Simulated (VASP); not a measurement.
# Li3ClO (Pm-3m) in VASP: further runs

Runs on Li3ClO. Level: LDA. Tasks: single point.

Program: VASP 6.6.1. These are calculated values, not measurements. Logs are shortened: lines on timing, memory, paths and dates and some standing lists are left out, and cuts for length are marked.

### 1 The cell of the first run

It takes space group Pm-3m (No. 221, cubic). The conventional cell has a = 3.771 Å, b = 3.771 Å, c = 3.771 Å, α = 90.00°, β = 90.00°, γ = 90.00°. Within 3.5 Å of Cl (site symmetry m-3m) lie 12 Li at 2.67 Å and 8 O at 3.27 Å. Within 2.5 Å of O (site symmetry m-3m) lie 6 Li at 1.89 Å. Li (site symmetry 4/mmm) has 2 O at 1.89 Å within 2.5 Å.

### 2 Single point, LDA

INCAR reads:

```
SYSTEM = Li3ClO
ALGO = Normal ; EDIFF = 1E-7
ENCUT = 520 ; ISIF = 2
ISMEAR = 1 ; LASPH = .TRUE.
LCHARG = .TRUE. ; LELF = .TRUE.
LREAL = .FALSE. ; LVHAR = .TRUE.
LWAVE = .FALSE. ; NBANDS = 19
NELM = 60 ; PREC = Accurate
SIGMA = 0.01
```

KPOINTS reads:

```
k-points
0
G
  4 4 4
  0 0 0
```

POSCAR reads:

```
Li3ClO
1.0
    3.7708346748      0.0000000000      0.0000000000
    0.0000000000      3.7708346748      0.0000000000
    0.0000000000      0.0000000000      3.7708346748
Cl O Li
1 1 3
Direct
    0.0000000000      0.0000000000      0.0000000000
    0.5000000000      0.5000000000      0.5000000000
    0.5000000000      0.5000000000      0.0000000000
    0.0000000000      0.5000000000      0.5000000000
    0.5000000000      0.0000000000      0.5000000000
```

Potentials or basis: VASP PAW LDA potentials, release 64 (Cl, O, Li_sv).

Started as:

```bash
cat potpaw_LDA.64/Cl/POTCAR potpaw_LDA.64/O/POTCAR potpaw_LDA.64/Li_sv/POTCAR > POTCAR
mpirun -np 1 vasp_std > vasp.out
```

OUTCAR:

```text
SYSTEM = Li3ClO
   EDIFF = 1E-7
   ENCUT = 520
   ISIF = 2
   ISMEAR = 1
   LASPH = .TRUE.
   LREAL = .FALSE.
   NELM = 60
   PREC = Accurate

 ion  position               nearest neighbor table
   1  0.000  0.000  0.000-
   2  0.500  0.500  0.500-   3 1.89   4 1.89   5 1.89   3 1.89   5 1.89   4 1.89
   3  0.500  0.500  0.000-   2 1.89   2 1.89
   4  0.000  0.500  0.500-   2 1.89   2 1.89
   5  0.500  0.000  0.500-   2 1.89   2 1.89

  LATTYP: Found a simple cubic cell.
 ALAT       =     3.7708346748

  Lattice vectors:

 A1 = (   3.7708346748,   0.0000000000,   0.0000000000)
 A2 = (   0.0000000000,   3.7708346748,   0.0000000000)
 A3 = (   0.0000000000,   0.0000000000,   3.7708346748)

Analysis of symmetry for initial positions (statically):
=====================================================================
 Subroutine PRICEL returns:
 Original cell was already a primitive cell.

 Routine SETGRP: Setting up the symmetry group for a
 simple cubic supercell.

 Subroutine GETGRP returns: Found 48 space group operations
 (whereof 48 operations were pure point group operations)
 out of a pool of 48 trial point group operations.

The static configuration has the point symmetry O_h .

Analysis of symmetry for dynamics (positions and initial velocities):
=====================================================================
 Subroutine PRICEL returns:
 Original cell was already a primitive cell.

 Routine SETGRP: Setting up the symmetry group for a
 simple cubic supercell.

 Subroutine GETGRP returns: Found 48 space group operations
 (whereof 48 operations were pure point group operations)
 out of a pool of 48 trial point group operations.

The dynamic configuration has the point symmetry O_h .

 Subroutine INISYM returns: Found 48 space group operations
 (whereof 48 operations are pure point group operations),
 and found     1 'primitive' translations

----------------------------------------------------------------------------------------

                                     Primitive cell

  volume of cell :      53.6182

  direct lattice vectors                    reciprocal lattice vectors
     3.770834675  0.000000000  0.000000000     0.265193276  0.000000000  0.000000000
     0.000000000  3.770834675  0.000000000     0.000000000  0.265193276  0.000000000
     0.000000000  0.000000000  3.770834675     0.000000000  0.000000000  0.265193276

  length of vectors
     3.770834675  3.770834675  3.770834675     0.265193276  0.265193276  0.265193276

  position of ions in fractional coordinates (direct lattice)
     0.000000000  0.000000000  0.000000000
     0.500000000  0.500000000  0.500000000
     0.500000000  0.500000000  0.000000000
     0.000000000  0.500000000  0.500000000
     0.500000000  0.000000000  0.500000000

  ion indices of the primitive-cell ions
   primitive index   ion index
                 1           1
                 2           2
                 3           3
                 4           4
                 5           5

----------------------------------------------------------------------------------------

 KPOINTS: k-points

Automatic generation of k-mesh.
 Grid dimensions read from file:
 generate k-points for:    4    4    4

 Generating k-lattice:

  Cartesian coordinates                     Fractional coordinates (reciprocal lattice)
     0.066298319  0.000000000  0.000000000     0.250000000  0.000000000  0.000000000
     0.000000000  0.066298319  0.000000000     0.000000000  0.250000000  0.000000000
     0.000000000  0.000000000  0.066298319     0.000000000  0.000000000  0.250000000

  Length of vectors
     0.066298319  0.066298319  0.066298319

  Shift w.r.t. Gamma in fractional coordinates (k-lattice)
     0.000000000  0.000000000  0.000000000

 Subroutine IBZKPT returns following result:
 ===========================================

 Found     10 irreducible k-points:

 Following reciprocal coordinates:
            Coordinates               Weight
  0.000000  0.000000  0.000000      1.000000
  0.250000  0.000000  0.000000      6.000000
  0.500000  0.000000  0.000000      3.000000
  0.250000  0.250000  0.000000     12.000000
  0.500000  0.250000  0.000000     12.000000
  0.500000  0.500000  0.000000      3.000000
  0.250000  0.250000  0.250000      8.000000
  0.500000  0.250000  0.250000     12.000000
  0.500000  0.500000  0.250000      6.000000
  0.500000  0.500000  0.500000      1.000000
   k-points           NKPTS =     10   k-points in BZ     NKDIM =     10   number of bands    NBANDS=     19
   number of dos      NEDOS =    301   number of ions     NIONS =      5
   total plane-waves  NPLWV =  21952
   dimension x,y,z NGX =    28 NGY =   28 NGZ =   28
   dimension x,y,z NGXF=    56 NGYF=   56 NGZF=   56
   ions per type =               1   1   3
   NGX,Y,Z   is equivalent  to a cutoff of  12.34, 12.34, 12.34 a.u.
   NGXF,Y,Z  is equivalent  to a cutoff of  24.69, 24.69, 24.69 a.u.
 SYSTEM =  Li3ClO
   PREC   = accura    normal or accurate (medium, high low for compatibility)
   ISTART =      0    job   : 0-new  1-cont  2-samecut
   ICHARG =      2    charge: 1-file 2-atom 10-const
   ISPIN  =      1    spin polarized calculation?
   LNONCOLLINEAR =      F non collinear calculations
   LSORBIT =      F    spin-orbit coupling
   LASPH  =      T    aspherical Exc in radial PAW
   ENCUT  =  520.0 eV  38.22 Ry    6.18 a.u.   7.01  7.01  7.01*2*pi/ulx,y,z
   NELM   =     60;   NELMIN=  2; NELMDL= -5     # of ELM steps
   EDIFF  = 0.1E-06   stopping-criterion for ELM
   LREAL  =      F    real-space projection
   EDIFFG = 0.1E-05   stopping-criterion for IOM
   NSW    =      0    number of steps for IOM
   IBRION =     -1    ionic relax: 0-MD 1-quasi-New 2-CG
   NFREE  =      0    steps in history (QN), initial steepest desc. (CG)
   ISIF   =      2    stress and relaxation
   ISYM   =      2    0-nonsym 1-usesym 2-fastsym
   POTIM  = 0.5000    time-step for ionic-motion
   TEBEG  =    0.0;   TEEND  =   0.0 temperature during run
   PSTRESS=    0.0 pullay stress
   NELECT =      22.0000    total number of electrons
   NUPDOWN=      -1.0000    fix difference up-down
   EMIN   =  10.00;   EMAX   =-10.00  energy-range for DOS
   EFERMI =   0.00;   METHOD = LEGACY
   ISMEAR =     1;   SIGMA  =   0.01  broadening in eV -4-tet -1-fermi 0-gaus
   EFERMI_NEDOS =   21; number of points for ismear=-14 and -15
   IALGO  =     38    algorithm
   IMIX   =      4    mixing-type and parameters
     AMIX     =   0.40;   BMIX     =  1.00
     AMIX_MAG =   1.60;   BMIX_MAG =  1.00
  volume/ion in A,a.u.               =      10.72        72.37
  Fermi-wavevector in a.u.,A,eV,Ry     =   1.216498  2.298849 20.134834  1.479869
  Thomas-Fermi vector in A             =   2.351850
   LORBIT       =      0    0 simple, 1 ext, 2 COOP (PROOUT), +10 PAW based schemes
   GGA     = CA    functional components
   LHFCALC =     F    Hartree Fock is set to
   AEXX    =    0.0000 exact exchange contribution
   IVDW    =     0    specifies the selected vdW correction
   LEPSILON=     F    determine dielectric tensor
   LRPA    =     F    only Hartree local field effects (RPA)
 non-spin polarized calculation
 Methfessel and Paxton  Order N= 1 SIGMA  =   0.01
  energy-cutoff  :      520.00
  volume of cell :       53.62
 maximum number of plane-waves:      1472
   NGX = 15   NGY = 15   NGZ = 15

 number of electron      21.9999974 magnetization

 Free energy of the ion-electron system (eV)
  ---------------------------------------------------
  ext. energy  EPLUGINS =         0.00000000
  ---------------------------------------------------
  free energy    TOTEN  =       -23.73524266 eV

  energy without entropy =      -23.73524266  energy(sigma->0) =      -23.73524266

 E-fermi :   2.3728     XC(G=0): -10.0109

 val. band max:        2.2946814094   @ k =   0.5000   0.5000   0.0000
 cond. band min:       6.9893620173   @ k =   0.5000   0.5000   0.0000
 fundamental gap:      4.6946806079
 Fermi energy:         2.3727654988

 k-point     1 :       0.0000    0.0000    0.0000
  band No.  band energies     occupation
      1     -40.0104      2.00000
      2     -39.8996      2.00000
      3     -39.8996      2.00000
      4     -12.8863      2.00000
      5     -11.7839      2.00000
      6      -0.9719      2.00000
[... 11 lines left out ...]
     18      14.6540      0.00000
     19      14.6540      0.00000

 k-point     2 :       0.2500    0.0000    0.0000
  band No.  band energies     occupation
      1     -39.9959      2.00000
      2     -39.9130      2.00000
      3     -39.8994      2.00000
      4     -12.7420      2.00000
      5     -11.9648      2.00000
      6      -1.1960      2.00000
[... 11 lines left out ...]
     18      14.1155      0.00000
     19      14.3341      0.00000

 k-point     3 :       0.5000    0.0000    0.0000
  band No.  band energies     occupation
      1     -39.9727      2.00000
      2     -39.9348      2.00000
      3     -39.8991      2.00000
      4     -12.4403      2.00000
      5     -12.3004      2.00000
      6      -1.4667      2.00000
[... 11 lines left out ...]
     18      13.5461      0.00000
     19      15.6850      0.00000

 k-point     4 :       0.2500    0.2500    0.0000
  band No.  band energies     occupation
      1     -39.9829      2.00000
      2     -39.9168      2.00000
      3     -39.9069      2.00000
      4     -12.6392      2.00000
      5     -12.0677      2.00000
      6      -1.5262      2.00000
[... 99 lines left out ...]
     18      15.8118      0.00000
     19      17.0455      0.00000

 k-point     9 :       0.5000    0.5000    0.2500
  band No.  band energies     occupation
      1     -39.9343      2.00000
      2     -39.9337      2.00000
      3     -39.9337      2.00000
      4     -12.5849      2.00000
      5     -12.0376      2.00000
      6      -1.8376      2.00000
[... 11 lines left out ...]
     18      15.9967      0.00000
     19      17.3732      0.00000

 k-point    10 :       0.5000    0.5000    0.5000
  band No.  band energies     occupation
      1     -39.9333      2.00000
      2     -39.9333      2.00000
      3     -39.9333      2.00000
      4     -12.6368      2.00000
      5     -11.9389      2.00000
      6      -1.6321      2.00000
[... 11 lines left out ...]
     18      13.8659      0.00000
     19      18.1151      0.00000

------------------------ aborting loop because EDIFF is reached ----------------------------------------

  FORCE on cell =-STRESS in cart. coord.  units (eV):
  Direction    XX          YY          ZZ          XY          YZ          ZX
  --------------------------------------------------------------------------------------
  -------------------------------------------------------------------------------------
  Total       -0.0155560     -0.0155560     -0.0155560      0.0000000     -0.0000000      0.0000000
  in kB       -0.4648325     -0.4648325     -0.4648325      0.0000000     -0.0000000      0.0000000
  external PRESSURE =      -0.4648325 kB  Pullay stress =       0.0000000 kB

 VOLUME and BASIS-vectors are now :
 -----------------------------------------------------------------------------
  energy-cutoff  :      520.00
  volume of cell :       53.62
      direct lattice vectors                 reciprocal lattice vectors
     3.770834675  0.000000000  0.000000000     0.265193276  0.000000000  0.000000000
     0.000000000  3.770834675  0.000000000     0.000000000  0.265193276  0.000000000
     0.000000000  0.000000000  3.770834675     0.000000000  0.000000000  0.265193276

 POSITION                                       TOTAL-FORCE (eV/Angst)
 -----------------------------------------------------------------------------------
      0.00000      0.00000      0.00000         0.000000      0.000000      0.000000
      1.88542      1.88542      1.88542         0.000000      0.000000      0.000000
      1.88542      1.88542      0.00000         0.000000      0.000000      0.000000
      0.00000      1.88542      1.88542         0.000000      0.000000      0.000000
      1.88542      0.00000      1.88542         0.000000      0.000000      0.000000
 -----------------------------------------------------------------------------------
    total drift:                                0.000000      0.000000      0.000000

  FREE ENERGIE OF THE ION-ELECTRON SYSTEM (eV)
  ---------------------------------------------------
  free  energy   TOTEN  =       -23.7352426630 eV

  energy  without entropy=      -23.7352426630  energy(sigma->0) =      -23.73524266
```

It took 7.3 s on 1 thread of Intel Xeon Platinum 8488C (Sapphire Rapids), shared host; peak memory 0.13 GiB.

What came out:

| Property | Result |
| --- | --- |
| Free energy | -23.7352 eV |
| Band gap on the k mesh | 4.69 eV, direct |

Caveat: the cutoff is under 1.25 times the usual one of these potentials, so pressure, stress and relaxed cells hold a basis-set (Pulay) error. A k mesh can miss the band edges.

### 3 Single point, LDA

This run uses another cell than the first one, of 10.94 Å³/atom, 1.020 times its volume.

INCAR reads:

```
SYSTEM = Li3ClO
  PREC = Accurate
  ENCUT = 520
  EDIFF = 1E-7
  ISMEAR = 1
  SIGMA = 0.01
  LREAL = .False.
  LASPH = .True.
  NELM = 100
  ALGO = Normal
  ISIF = 2
  LWAVE = .False.
  LCHARG = .True.
  GGA = CA
  LELF = .True.
  LVHAR = .True.
  NBANDS = 19
```

KPOINTS reads:

```
regular mesh
0
Gamma
  4 4 4
  0 0 0
```

POSCAR, as its differences from that of step 2:

```diff
@@ -2,5 +2,5 @@
 1.0
-    3.7708346748      0.0000000000      0.0000000000
-    0.0000000000      3.7708346748      0.0000000000
-    0.0000000000      0.0000000000      3.7708346748
+    3.7958078177      0.0000000000      0.0000000000
+    0.0000000000      3.7958078177      0.0000000000
+    0.0000000000      0.0000000000      3.7958078177
 Cl O Li
```

Potentials or basis: VASP PAW LDA potentials, release 64 (Cl, O, Li_sv).

Started as:

```bash
cat potpaw_LDA.64/Cl/POTCAR potpaw_LDA.64/O/POTCAR potpaw_LDA.64/Li_sv/POTCAR > POTCAR
mpirun -np 1 vasp_std > vasp.out
```

Wall time 6.4 s (1 thread of Intel Xeon Platinum 8488C (Sapphire Rapids), shared host); peak memory 0.13 GiB.

The run converged. Its results:

```
Free energy            : -23.7320 eV
Band gap on the k mesh : 4.68 eV, direct
```

Levels at points of the mesh, in eV from the valence-band top:
| k point | band 9 | band 10 | band 11 | band 12 | band 13 | band 14 |
| --- | --- | --- | --- | --- | --- | --- |
| (0.00, 0.00, 0.00) | -0.58 | -0.58 | -0.58 | 5.16 | 6.95 | 6.95 |
| (0.50, 0.00, 0.00) | -1.33 | -1.33 | -1.09 | 6.30 | 6.71 | 8.99 |
| (0.50, 0.50, 0.00) | -1.10 | 0.00 | 0.00 | 4.68 | 6.96 | 7.79 |
| (0.50, 0.50, 0.50) | -0.84 | -0.84 | -0.84 | 8.97 | 8.97 | 8.97 |

Caveat: the cutoff is under 1.25 times the usual one of these potentials, so pressure, stress and relaxed cells hold a basis-set (Pulay) error.
